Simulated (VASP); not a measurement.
# AlNi (Pm-3m) in VASP: settings compared, part 3 of 3

VASP 6.6.1. Earlier steps stand in the parts before.

## (4) Single point, revPBE+D3(BJ), collinear spin, ferromagnetic start

This run uses another cell than the first one, of 11.45 Å³/atom, 0.958 times its volume.

INCAR reads:

```
SYSTEM = AlNi
  ALGO = Normal
  EDIFF = 1E-6
  ENCUT = 520
  GGA = RE
  ISIF = 2
  ISMEAR = -1
  ISPIN = 2
  IVDW = 12
  LASPH = .True.
  LCHARG = .False.
  LMAXMIX = 4
  LORBIT = 11
  LREAL = .False.
  LWAVE = .False.
  MAGMOM = 1 0
  NBANDS = 18
  NELM = 150
  PREC = Accurate
  SIGMA = 0.05
```

KPOINTS reads:

```
k-points
0
Gamma
  9 9 9
  0 0 0
```

POSCAR reads:

```
AlNi
1.0
    2.8399684644      0.0000000000      0.0000000000
    0.0000000000      2.8399684644      0.0000000000
    0.0000000000      0.0000000000      2.8399684644
Ni Al
1 1
Direct
    0.5000000000      0.5000000000      0.5000000000
    0.0000000000      0.0000000000      0.0000000000
```

Potentials or basis: VASP PAW PBE potentials, release 64 (Ni, Al).

The run is started by

```bash
cat potpaw_PBE.64/Ni/POTCAR potpaw_PBE.64/Al/POTCAR > POTCAR
mpirun -np 1 vasp_std > vasp.out
```

OUTCAR:

```text
SYSTEM = AlNi
   EDIFF = 1E-6
   ENCUT = 520
   GGA = RE
   ISIF = 2
   ISMEAR = -1
   ISPIN = 2
   IVDW = 12
   LASPH = .True.
   LORBIT = 11
   LREAL = .False.
   NELM = 150
   PREC = Accurate
 IVDW          = 12

 ion  position               nearest neighbor table
   1  0.500  0.500  0.500-   2 2.46   2 2.46   2 2.46   2 2.46   2 2.46   2 2.46   2 2.46   2 2.46

   2  0.000  0.000  0.000-   1 2.46   1 2.46   1 2.46   1 2.46   1 2.46   1 2.46   1 2.46   1 2.46

  LATTYP: Found a simple cubic cell.
 ALAT       =     2.8399684644

  Lattice vectors:

 A1 = (   2.8399684644,   0.0000000000,   0.0000000000)
 A2 = (   0.0000000000,   2.8399684644,   0.0000000000)
 A3 = (   0.0000000000,   0.0000000000,   2.8399684644)

Analysis of symmetry for initial positions (statically):
=====================================================================
 Subroutine PRICEL returns:
 Original cell was already a primitive cell.

 Routine SETGRP: Setting up the symmetry group for a
 simple cubic supercell.

 Subroutine GETGRP returns: Found 48 space group operations
 (whereof 48 operations were pure point group operations)
 out of a pool of 48 trial point group operations.

The static configuration has the point symmetry O_h .

Analysis of symmetry for dynamics (positions and initial velocities):
=====================================================================
 Subroutine PRICEL returns:
 Original cell was already a primitive cell.

 Routine SETGRP: Setting up the symmetry group for a
 simple cubic supercell.

 Subroutine GETGRP returns: Found 48 space group operations
 (whereof 48 operations were pure point group operations)
 out of a pool of 48 trial point group operations.

The dynamic configuration has the point symmetry O_h .

Analysis of structural, dynamic, and magnetic symmetry:
=====================================================================
 Subroutine PRICEL returns:
 Original cell was already a primitive cell.

 Routine SETGRP: Setting up the symmetry group for a
 simple cubic supercell.

 Subroutine GETGRP returns: Found 48 space group operations
 (whereof 48 operations were pure point group operations)
 out of a pool of 48 trial point group operations.
[... 148 lines left out ...]

  energy without entropy =       -9.84188956  energy(sigma->0) =       -9.84498777

 E-fermi :  10.7116     XC(G=0): -12.1930

 val. band max:       10.6493987103   @ k =   0.3333   0.1111   0.0000
 cond. band min:      10.7681196793   @ k =   0.3333   0.1111   0.1111
 fundamental gap:      0.1187209690
 Fermi energy:        10.7116338602

 spin component 1

 k-point     1 :       0.0000    0.0000    0.0000
  band No.  band energies     occupation
      1      -0.7591      1.00000
      2       7.2463      1.00000
      3       7.2463      1.00000
      4       9.0533      1.00000
      5       9.0533      1.00000
      6       9.0533      1.00000
[... 493 lines left out ...]
     17      33.8297      0.00000
     18      37.8660      0.00000

 [... further k-points ...]

 spin component 2

 k-point     1 :       0.0000    0.0000    0.0000
  band No.  band energies     occupation
      1      -0.7591      1.00000
      2       7.2462      1.00000
      3       7.2462      1.00000
      4       9.0532      1.00000
      5       9.0532      1.00000
      6       9.0532      1.00000
[... 493 lines left out ...]
     17      33.8296      0.00000
     18      37.8659      0.00000

 [... further k-points ...]

------------------------ aborting loop because EDIFF is reached ----------------------------------------

 Edisp (eV)   -1.77447

 E8    (eV) :    -1.2495

  FORCE on cell =-STRESS in cart. coord.  units (eV):
  Direction    XX          YY          ZZ          XY          YZ          ZX
  --------------------------------------------------------------------------------------
  -------------------------------------------------------------------------------------
  Total      -0.02566    -0.02566    -0.02566     0.00000     0.00000    -0.00000
  in kB      -1.79482    -1.79482    -1.79482     0.00000     0.00000    -0.00000
  external pressure =       -1.79 kB  Pullay stress =        0.00 kB

 VOLUME and BASIS-vectors are now :
 -----------------------------------------------------------------------------
  energy-cutoff  :      520.00
  volume of cell :       22.91
      direct lattice vectors                 reciprocal lattice vectors
     2.839968464  0.000000000  0.000000000     0.352116586  0.000000000  0.000000000
     0.000000000  2.839968464  0.000000000     0.000000000  0.352116586  0.000000000
     0.000000000  0.000000000  2.839968464     0.000000000  0.000000000  0.352116586

 POSITION                                       TOTAL-FORCE (eV/Angst)
 -----------------------------------------------------------------------------------
      1.41998      1.41998      1.41998         0.000000      0.000000      0.000000
      0.00000      0.00000      0.00000         0.000000      0.000000      0.000000
 -----------------------------------------------------------------------------------
    total drift:                                0.000000      0.000000     -0.000000

  FREE ENERGIE OF THE ION-ELECTRON SYSTEM (eV)
  ---------------------------------------------------
  free  energy   TOTEN  =       -11.6225569559 eV

  energy  without entropy=      -11.6163605390  energy(sigma->0) =      -11.61945875

 total charge

# of ion       s       p       d       tot
------------------------------------------
    1        0.492   0.557   8.487   9.535
    2        0.390   0.433   0.000   0.824
--------------------------------------------------
tot          0.882   0.990   8.487  10.359

 magnetization (x)

# of ion       s       p       d       tot
------------------------------------------
    1       -0.000  -0.000  -0.000  -0.000
    2        0.000   0.000   0.000   0.000
--------------------------------------------------
tot          0.000   0.000  -0.000  -0.000
```

OSZICAR:

```text
N       E                     dE             d eps       ncg     rms          rms(c)
DAV:   1     0.479746295904E+02    0.47975E+02   -0.52365E+03  2586   0.797E+02
DAV:   2    -0.850106442470E+01   -0.56476E+02   -0.49873E+02  2728   0.168E+02
DAV:   3    -0.111846042038E+02   -0.26835E+01   -0.26249E+01  3026   0.370E+01
DAV:   4    -0.112190642679E+02   -0.34460E-01   -0.34430E-01  2926   0.371E+00
DAV:   5    -0.112197971630E+02   -0.73290E-03   -0.73284E-03  3030   0.591E-01    0.127E+01
DAV:   6    -0.130113010977E+02   -0.17915E+01   -0.38730E+01  2832   0.738E+01    0.158E+01
DAV:   7    -0.986569874585E+01    0.31456E+01   -0.12159E+01  2828   0.437E+01    0.144E+00
DAV:   8    -0.986136179500E+01    0.43370E-02   -0.22658E-01  3284   0.437E+00    0.111E+00
DAV:   9    -0.984741291820E+01    0.13949E-01   -0.40246E-02  3240   0.200E+00    0.547E-01
DAV:  10    -0.984793391244E+01   -0.52099E-03   -0.97348E-04  3502   0.297E-01    0.211E-01
DAV:  11    -0.984797696497E+01   -0.43053E-04   -0.21246E-03  3160   0.411E-01    0.108E-01
DAV:  12    -0.984808595440E+01   -0.10899E-03   -0.21495E-04  3334   0.140E-01    0.425E-02
DAV:  13    -0.984808646102E+01   -0.50662E-06   -0.23905E-05  3444   0.440E-02    0.136E-02
DAV:  14    -0.984808598029E+01    0.48074E-06   -0.11190E-06  1736   0.997E-03
   1 F= -.11622557E+02 E0= -.11619459E+02  d E =-.619642E-02  mag=    -0.0002
```

It took 13 s on 1 thread of Intel Xeon Platinum 8375C at 2.90GHz (Ice Lake), shared host; peak memory 0.17 GiB.

What came out:

```yaml
Free_energy: -11.6226 eV
Pressure: -0.2 GPa
Net_moment: 0.00 μB per cell
Valence_electrons_inside_the_program's_atomic_spheres: Ni 9.54; Al 0.82
Dispersion_energy_per_atom: -0.887 eV
```

Levels at points of the mesh, in eV from the Fermi level:
Spin up:
| k point | band 4 | band 5 | band 6 | band 7 | band 8 | band 9 |
| --- | --- | --- | --- | --- | --- | --- |
| (0.00, 0.00, 0.00) | -1.66 | -1.66 | -1.66 | 5.69 | 5.69 | 5.69 |
Spin down:
| k point | band 4 | band 5 | band 6 | band 7 | band 8 | band 9 |
| --- | --- | --- | --- | --- | --- | --- |
| (0.00, 0.00, 0.00) | -1.66 | -1.66 | -1.66 | 5.69 | 5.69 | 5.69 |

Caveat: the PAW data sets were made with another functional, which shifts forces and pressure a little; pairwise dispersion overbinds metals, which lowers pressure and volume.

## (5) Single point, BLYP, collinear spin, ferromagnetic start

INCAR reads:

```
SYSTEM = AlNi
PREC = Accurate ; ENCUT = 520
EDIFF = 1E-6 ; ISMEAR = -1
SIGMA = 0.05 ; LREAL = .FALSE.
LASPH = .TRUE. ; NELM = 150
ALGO = Normal ; ISIF = 2
LWAVE = .FALSE. ; LCHARG = .FALSE.
ISPIN = 2 ; MAGMOM = 1 0
LORBIT = 11 ; LMAXMIX = 4
GGA = B5 ; ALDAX = 1.0
AGGAX = 1.0 ; AGGAC = 1.0
ALDAC = 0.0 ; NBANDS = 18
```

KPOINTS reads:

```
regular mesh
0
G
  9 9 9
  0 0 0
```

POSCAR reads:

```
AlNi
1.0
    2.8810000000      0.0000000000      0.0000000000
    0.0000000000      2.8810000000      0.0000000000
    0.0000000000      0.0000000000      2.8810000000
Ni Al
1 1
Direct
    0.5000000000      0.5000000000      0.5000000000
    0.0000000000      0.0000000000      0.0000000000
```

The run is started by

```bash
cat potpaw_PBE.64/Ni/POTCAR potpaw_PBE.64/Al/POTCAR > POTCAR
mpirun -np 1 vasp_std > vasp.out
```

Wall time 19 s (1 thread of Intel Xeon Platinum 8375C at 2.90GHz (Ice Lake), shared host); peak memory 0.15 GiB.

The run converged. Its results:

```
Free energy                                           : -8.5749 eV
Pressure                                              : 6.9 GPa
Net moment                                            : 0.00 μB per cell
Valence electrons inside the program's atomic spheres : Ni 9.52; Al 0.79
```

Levels at points of the mesh, in eV from the Fermi level:
Spin up:
```tsv
k point	band 4	band 5	band 6	band 7	band 8	band 9
(0.00, 0.00, 0.00)	-1.60	-1.60	-1.60	5.49	5.49	5.49
```
Spin down:
```
           k point  band 2  band 3  band 4  band 5  band 6  band 7  band 8  band 9  band 10  band 11
(0.00, 0.00, 0.00)   -3.23   -3.23   -1.60   -1.60   -1.60    5.49    5.49    5.49     8.31     8.31
```

Caveat: the PAW data sets were made with another functional, which shifts forces and pressure a little.

## (6) Single point, PBE, collinear spin, ferromagnetic start

INCAR reads:

```
ALGO = Fast ; EDIFF = 1E-6
ENCUT = 520 ; GGA = PE
ISIF = 2 ; ISMEAR = 0
ISPIN = 2 ; LASPH = T
LCHARG = F ; LMAXMIX = 4
LORBIT = 11 ; LREAL = F
LWAVE = F ; MAGMOM = 1 0
NBANDS = 18 ; NELM = 150
PREC = Accurate ; SIGMA = 0.017
```

KPOINTS reads:

```
k-points
0
Gamma
  9 9 9
```

POSCAR is that of step 5.

Potentials or basis: VASP PAW PBE potentials, release 64 (Ni, Al).

The run is started by

```bash
cat potpaw_PBE.64/Ni/POTCAR potpaw_PBE.64/Al/POTCAR > POTCAR
mpirun -np 1 vasp_std > vasp.out
```

It took 16 s on 1 thread of Intel Xeon Platinum 8375C at 2.90GHz (Ice Lake), shared host; peak memory 0.16 GiB.

It converged, with:

```yaml
Free_energy: -10.5331 eV
Pressure: 1.9 GPa
Net_moment: 0.00 μB per cell
Valence_electrons_inside_the_program's_atomic_spheres: Ni 9.46; Al 0.80
```

Levels at points of the mesh, in eV from the Fermi level:
Spin up:
```
           k point  band 3  band 4  band 5  band 6  band 7  band 8  band 9  band 10
(0.00, 0.00, 0.00)   -3.26   -1.58   -1.58   -1.58    5.48    5.48    5.48     8.10
```
Spin down:
```tsv
k point	band 4	band 5	band 6	band 7	band 8	band 9
(0.00, 0.00, 0.00)	-1.58	-1.58	-1.58	5.48	5.48	5.48
```

## (7) Summary

```csv
level,potentials or basis,cell,smearing,gap on the mesh (eV),pressure (GPa),moment (μB)
PBEsol,"VASP PAW PBE potentials, release 64 (Ni, Al)","a = 2.881 Å, 2 atoms",fermi-dirac 0.05 eV,none,-3.2,0.00
LDA,"VASP PAW LDA potentials, release 64 (Ni, Al)","a = 2.831 Å, 2 atoms",fermi-dirac 0.05 eV,none,0.4,0.00
revPBE+D3(BJ),"VASP PAW PBE potentials, release 64 (Ni, Al)","a = 2.840 Å, 2 atoms",fermi-dirac 0.05 eV,none,-0.2,0.00
BLYP,"VASP PAW PBE potentials, release 64 (Ni, Al)","a = 2.881 Å, 2 atoms",fermi-dirac 0.05 eV,none,6.9,0.00
PBE,"VASP PAW PBE potentials, release 64 (Ni, Al)","a = 2.881 Å, 2 atoms",gaussian 0.017 eV,none,1.9,0.00
```

Alike in all rows: task single point; spin collinear, ferromagnetic start; k mesh 9 × 9 × 9; cutoff (eV) 520.

Caveats: the PAW data sets were made with another functional, which shifts forces and pressure a little (some runs); pairwise dispersion overbinds metals, which lowers pressure and volume (some runs).

Total energies depend on the potentials used, so only differences within one code and one set of settings carry meaning.
